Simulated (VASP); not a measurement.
**C: relaxation of cell and atoms with RPBE**

C:

```
C
1.0
    -1.18262    1.18262    1.18262
     1.18262   -1.18262    1.18262
     1.18262    1.18262   -1.18262
C
1
Cartesian
  0.0000 0.0000 0.0000
```

| Item | Value |
| --- | --- |
| Program | VASP 6.6.1 |
| Task | relaxation of cell and atoms |
| Functional | RPBE |
| Potentials or basis | VASP PAW PBE potentials, release 64 (C) |
| Cutoff | 600 eV |
| k mesh | 18 × 18 × 18 |
| Occupations | fermi-dirac, width 0.1 eV |
| Spin | no spin polarisation |
| Dipole correction | no |
| Further INCAR settings | ALGO = Normal; EDIFF = 1e-07; IBRION = 2; EDIFFG = -0.01; NSW = 80; ISIF = 3 |

| Quantity | Value |
| --- | --- |
| Relaxed volume | 6.82 Å³/atom |
| Relaxed cell | a = 2.069 Å, b = 2.069 Å, c = 2.069 Å, α = 109.47°, β = 109.47°, γ = 109.47° |
| Space group after relaxing (to 0.05 Å) | Im-3m (No. 229) |
| Energy gained by relaxing | 3.5 meV/atom |
| Ionic steps | 3 |
| Pressure after relaxing | 0.0 GPa |
| Band gap on the k mesh | zero (band 2 reaches 17.28 eV, above the bottom of band 3 at 3.40 eV) |

Step by step:
| step | energy change (eV) | largest force (eV/Å) | pressure (GPa) | volume (Å³) |
| --- | --- | --- | --- | --- |
| 1 | 0.0000 | 0.0000 | 5.62 | 6.62 |
| 2 | -0.0035 | 0.0000 | -0.46 | 6.84 |
| 3 | -0.0035 | 0.0000 | 0.00 | 6.82 |

Final structure:
```yaml
crystal:
  lattice:
    - [-1.19479, 1.19479, 1.19479]
    - [1.19479, -1.19479, 1.19479]
    - [1.19479, 1.19479, -1.19479]
  atoms:
    - { symbol: C, position: [0.00000, 0.00000, 0.00000] }
```

Levels at points of the mesh, in eV from the Fermi level:
```
           k point  band 1  band 2  band 3  band 4  band 5  band 6
(0.00, 0.00, 0.00)  -19.43    8.93    8.93    8.93   32.79   32.79
(0.50, 0.00, 0.00)   -8.69   -8.66    4.36    7.56   21.31   22.55
(0.50, 0.50, 0.50)   -1.52   -1.52   -1.52    0.23   11.90   11.90
```

Run time: 4.9 s on 1 thread of Intel(R) Xeon(R) Platinum 8559C (Emerald Rapids) (shared host), peak memory 0.11 GiB.

Caveat: the PAW data sets were made with another functional, which shifts forces and pressure a little.
